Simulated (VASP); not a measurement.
A run of VASP 6.6.1 is set up as follows.

The input INCAR:

```
SYSTEM = Hf3Be
ALGO = Fast ; EDIFF = 1E-6
ENCUT = 520 ; GGA = PE
ISIF = 2 ; ISMEAR = -1
LASPH = .True. ; LCHARG = .False.
LREAL = .False. ; LWAVE = .False.
NBANDS = 24 ; NELM = 100
PREC = Accurate ; SIGMA = 0.1
```

The input KPOINTS:

```
k-points
0
Gamma
  8 8 8
  0 0 0
```

Contents of POSCAR:

```
Hf3Be
1.0
   -2.0920000000      2.0920000000      4.3530460000
    2.0920000000     -2.0920000000      4.3530460000
    2.0920000000      2.0920000000     -4.3530460000
Hf Be
3 1
Direct
    0.5000000000      0.5000000000      0.0000000000
    0.2500000000      0.7500000000      0.5000000000
    0.7500000000      0.2500000000      0.5000000000
    0.0000000000      0.0000000000      0.0000000000
```

Potentials or basis: VASP PAW PBE potentials, release 64 (Hf_pv, Be).

Run with:

```console
$ cat potpaw_PBE.64/Hf_pv/POTCAR potpaw_PBE.64/Be/POTCAR > POTCAR
$ mpirun -np 1 vasp_std > vasp.out
```

**Question.** Estimate the band gap on the k mesh.

**Answer.** Zero (band 16 reaches 4.82 eV, above the bottom of band 17 at 4.49 eV).

**Question.** What does it give for the pressure?

**Answer.** -0.2 GPa.

Stress tensor (GPa, compression positive):
```
-0.48  0.00  0.00
 0.00 -0.48  0.00
 0.00  0.00  0.41
```

Caveat: spin-orbit coupling is left out, which moves the levels of the heavy elements.
